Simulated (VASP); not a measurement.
Be: relaxation of cell and atoms with PBE

Crystal: Be.

```
Be
1.0
     3.91295   -2.76558    0.00000
     3.91295    2.76558    0.00000
    -1.61451    0.00000    3.26671
Be
8
Direct
  0.82600 0.82600 0.17400
  0.17400 0.17400 0.82600
  0.24800 0.24800 0.18600
  0.75200 0.75200 0.81400
  0.76910 0.30290 0.18100
  0.69710 0.23090 0.81900
  0.23090 0.69710 0.81900
  0.30290 0.76910 0.18100
```

| Item | Value |
| --- | --- |
| Program | VASP 6.6.1 |
| Task | relaxation of cell and atoms |
| Functional | PBE |
| Potentials or basis | VASP PAW PBE potentials, release 64 (Be) |
| Cutoff | 600 eV |
| k mesh | 4 × 4 × 6 |
| Occupations | gaussian, width 0.1 eV |
| Spin | no spin polarisation |
| Dipole correction | no |
| Further INCAR settings | ALGO = Fast; EDIFF = 1e-07; IBRION = 2; EDIFFG = -0.04; NSW = 90; ISIF = 3 |

- Relaxed volume: 7.91 Å³/atom
- Relaxed cell: a = 4.514 Å, b = 4.514 Å, c = 3.589 Å, α = 90.02°, β = 90.02°, γ = 59.95°
- Space group after relaxing (to 0.05 Å): P6_3/mmc (No. 194)
- Energy gained by relaxing: 4334.6 meV/atom
- Ionic steps: 72
- Pressure after relaxing: -0.1 GPa
- Largest force after relaxing: 0.038 eV/Å
- Band gap on the k mesh: zero (band 8 reaches 7.84 eV, above the bottom of band 9 at 7.72 eV)

Forces in eV/Å, atoms in the order of the input:
```
Be   0.034  0.000 -0.010
Be  -0.034  0.000  0.010
Be  -0.027  0.000  0.012
Be   0.027  0.000 -0.012
Be   0.012  0.026 -0.025
Be  -0.012  0.026  0.025
Be  -0.012 -0.026  0.025
Be   0.012 -0.026 -0.025
```

Stress tensor (GPa, compression positive):
```
-0.28  0.00  0.02
 0.00 -0.04  0.00
 0.02  0.00 -0.04
```

The path:
| step | energy change (eV) | largest force (eV/Å) | pressure (GPa) | volume (Å³) |
| --- | --- | --- | --- | --- |
| 1 | 0.0000 | 27.0397 | 64.97 | 70.70 |
| 3 | -28.7954 | 2.8115 | -0.29 | 106.01 |
| 5 | -29.3581 | 2.2408 | 2.20 | 104.02 |
| 7 | -30.3998 | 0.6971 | -2.13 | 106.51 |
| 9 | -30.6079 | 0.6907 | -0.81 | 103.84 |
| 11 | -30.9952 | 0.7803 | 4.04 | 95.23 |
| 13 | -31.1024 | 0.7937 | 1.63 | 96.72 |
| 15 | -31.1716 | 0.3700 | -1.69 | 99.80 |
| 17 | -31.2313 | 0.1975 | -0.21 | 96.73 |
| 19 | -31.2575 | 0.1725 | 0.08 | 95.25 |
| 21 | -31.3358 | 0.8499 | -1.20 | 89.51 |
| 23 | -31.3884 | 0.8904 | -1.52 | 88.17 |
| 25 | -31.6883 | 1.0316 | -2.48 | 82.01 |
| 27 | -25.6842 | 12.4654 | 54.92 | 55.47 |
| 29 | -31.7558 | 2.5551 | 12.28 | 64.43 |
| 31 | -31.8211 | 2.2911 | 9.83 | 65.76 |
| 33 | -31.8565 | 2.4164 | 10.96 | 64.93 |
| 35 | -31.9854 | 2.2430 | 9.78 | 65.24 |
| 37 | -32.4433 | 1.5300 | 5.02 | 66.65 |
| 39 | -32.7364 | 1.1339 | -6.98 | 72.30 |
| 41 | -32.9275 | 0.8365 | -3.83 | 70.02 |
| 43 | -33.3087 | 0.7006 | -1.68 | 66.83 |
| 45 | -33.3440 | 0.8631 | 0.88 | 64.98 |
| 47 | -33.6270 | 0.5161 | 0.95 | 63.11 |
| 49 | -33.7407 | 0.2774 | -0.40 | 63.50 |
| 51 | -33.7471 | 0.3060 | -0.55 | 63.59 |
| 53 | -33.9057 | 0.7136 | 0.10 | 63.23 |
| 55 | -34.0691 | 0.5563 | 0.68 | 63.14 |
| 57 | -34.1005 | 0.7364 | 1.06 | 63.09 |
| 59 | -34.1234 | 0.9404 | 1.72 | 63.01 |
| 61 | -34.1957 | 1.1569 | 1.68 | 63.37 |
| 63 | -34.4865 | 0.6188 | -1.30 | 64.52 |
| 65 | -34.5608 | 0.3882 | -2.99 | 65.36 |
| 67 | -34.6357 | 0.2473 | -0.03 | 63.48 |
| 69 | -34.6650 | 0.1593 | 1.03 | 62.75 |
| 71 | -34.6747 | 0.0672 | -0.49 | 63.49 |
| 72 | -34.6768 | 0.0384 | -0.12 | 63.31 |

Final structure:
```
CELL_PARAMETERS angstrom
3.85943 -2.25535 0.62765
3.85943 2.25535 0.62765
-0.57791 0.00000 3.54241
ATOMIC_POSITIONS crystal
Be 0.83254 0.83254 0.75039
Be 0.16746 0.16746 0.24961
Be 0.33390 0.33390 0.74820
Be 0.66610 0.66610 0.25180
Be 0.83402 0.33234 0.75117
Be 0.66766 0.16598 0.24883
Be 0.16598 0.66766 0.24883
Be 0.33234 0.83402 0.75117
```

Levels at points of the mesh, in eV from the Fermi level:
| k point | band 4 | band 5 | band 6 | band 7 | band 8 | band 9 | band 10 | band 11 | band 12 | band 13 |
| --- | --- | --- | --- | --- | --- | --- | --- | --- | --- | --- |
| (0.00, 0.00, 0.00) | -5.67 | -5.23 | -3.81 | -3.79 | -3.78 | 0.23 | 2.92 | 2.92 | 2.93 | 5.94 |
| (0.50, 0.00, 0.00) | -6.59 | -2.87 | -2.87 | 0.12 | 0.12 | 0.49 | 0.50 | 1.28 | 1.28 | 1.70 |
| (0.50, 0.50, 0.00) | -6.59 | -2.87 | -2.87 | 0.11 | 0.12 | 0.49 | 0.49 | 1.28 | 1.28 | 1.71 |
| (0.00, 0.00, 0.50) | -4.31 | -4.31 | -4.31 | -4.30 | -4.29 | 0.89 | 0.90 | 0.90 | 0.91 | 0.91 |
| (0.50, 0.00, 0.50) | -8.08 | -4.62 | -4.60 | -4.58 | -4.57 | 2.90 | 2.91 | 2.94 | 2.95 | 6.92 |
| (0.50, 0.50, 0.50) | -8.08 | -4.60 | -4.59 | -4.58 | -4.57 | 2.90 | 2.92 | 2.92 | 2.94 | 6.88 |

It took 25 min on 1 thread of Intel(R) Xeon(R) Platinum 8375C CPU @ 2.90GHz (Ice Lake) (shared host), peak memory 0.24 GiB.

Caveat: the k points lie up to 0.40 Å⁻¹ apart in the final cell.
